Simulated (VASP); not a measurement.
Here is a VASP 6.6.1 calculation.

INCAR

```
  PREC = Accurate
  ENCUT = 520
  EDIFF = 1E-7
  ISMEAR = 1
  SIGMA = 1.0
  LREAL = False
  LASPH = True
  NELM = 80
  ALGO = Normal
  ISIF = 2
  LWAVE = False
  LCHARG = True
  GGA = PE
  LELF = True
  LVHAR = True
  NBANDS = 16
```

File KPOINTS:

```
Automatic mesh
0
Gamma
  8 8 6
```

Contents of POSCAR:

```
Se
1.0
    4.5203796332      0.0000000000      0.0000000000
   -2.2601898166      3.9147635971      0.0000000000
    0.0000000000      0.0000000000      5.0453124951
Se
3
Direct
    0.2189274285      0.0000000000      0.3333333333
    1.0000000000      0.2189274285      0.6666666667
    0.7810725715      0.7810725715      0.0000000000
```

Potentials or basis: VASP PAW PBE potentials, release 64 (Se).

Command:

```bash
$ cat potpaw_PBE.64/Se/POTCAR > POTCAR
$ mpirun -np 1 vasp_std > vasp.out
```

**Question.** Predict the band gap on the k mesh.

**Answer.** 1.13 eV (least direct gap 1.22 eV).

**Question.** Estimate the pressure.

**Answer.** -0.3 GPa.

**Question.** Estimate the largest force.

**Answer.** 0.105 eV/Å.

Forces in eV/Å, atoms in the order of the input:
```
Se  -0.105  0.000  0.000
Se   0.053 -0.091  0.000
Se   0.053  0.091  0.000
```

Caveat: so wide a smearing shifts energies and pressures. A k mesh can miss the band edges.
